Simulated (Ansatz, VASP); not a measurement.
## One calculation of Zn, two programs

File INCAR:

```
SYSTEM = Zn
ALGO = Fast
EDIFF = 1E-6
ENCUT = 520
GGA = PS
ISIF = 2
ISMEAR = 0
LASPH = .TRUE.
LCHARG = .FALSE.
LREAL = .FALSE.
LWAVE = .FALSE.
NBANDS = 19
NELM = 100
PREC = Accurate
SIGMA = 0.15
```

KPOINTS

```
k-points
0
G
  24 24 10
  0 0 0
```

POSCAR

```
Zn
1.0
    2.6647980532      0.0000000000      0.0000000000
   -1.3323990266      2.3077828100      0.0000000000
    0.0000000000      0.0000000000      4.7982990000
Zn
2
Direct
    0.3333333333      0.6666666667      0.2500000000
    0.6666666667      0.3333333333      0.7500000000
```

Input for Ansatz:

```yaml
crystal:
  lattice:
    - [2.6647980532, 0.0, 0.0]
    - [-1.3323990266, 2.30778281, 0.0]
    - [0.0, 0.0, 4.798299]
  atoms:
    - { symbol: Zn, position: [0.3333333333, 0.6666666667, 0.25] }
    - { symbol: Zn, position: [0.6666666667, 0.3333333333, 0.75] }
basis:
  ecutwfc: 420
kpoints:
  mp_grid: { grid: [24, 24, 10] }
hamiltonian:
  xc: pbesol
scf:
  occupations: { method: gaussian, width: 0.15 }
output:
  forces: true
  stress: true
  eigenvalues: true
  write_density: true
  write_potential: true
  elf: true
  volumetric_format: npy
```

Change from the starting cell: strain +0.000 along x and y, -0.030 along z, atoms carried along.

Alike in both runs: task single point; functional PBEsol; k mesh 24 × 24 × 10; occupations gaussian, width 0.15 eV; no spin polarisation.

|  | VASP | Ansatz |
| --- | --- | --- |
| version | VASP 6.6.1 | Ansatz 0.2.0 |
| potentials or method | VASP PAW PBE potentials, release 64 (Zn), cutoff 520 eV | scalar-relativistic, plane waves, PAW |
| valence electrons in the cell | 24 | 24 |

|  | VASP | Ansatz | Ansatz less VASP |
| --- | --- | --- | --- |
| gap on the k mesh at the Fermi level (eV) | none | none | - |
| pressure (GPa) | -3.0 | -3.8 | -0.77 |
| traceless stress, the component that is largest in VASP (GPa) | 1.16 | 1.27 | +0.104 |

VASP's potentials were made for PBE, not for PBEsol. A gap of «none» marks a metal or a gap that the smearing closes. The functional is the same, so the differences come from potentials, cutoffs and numerics.
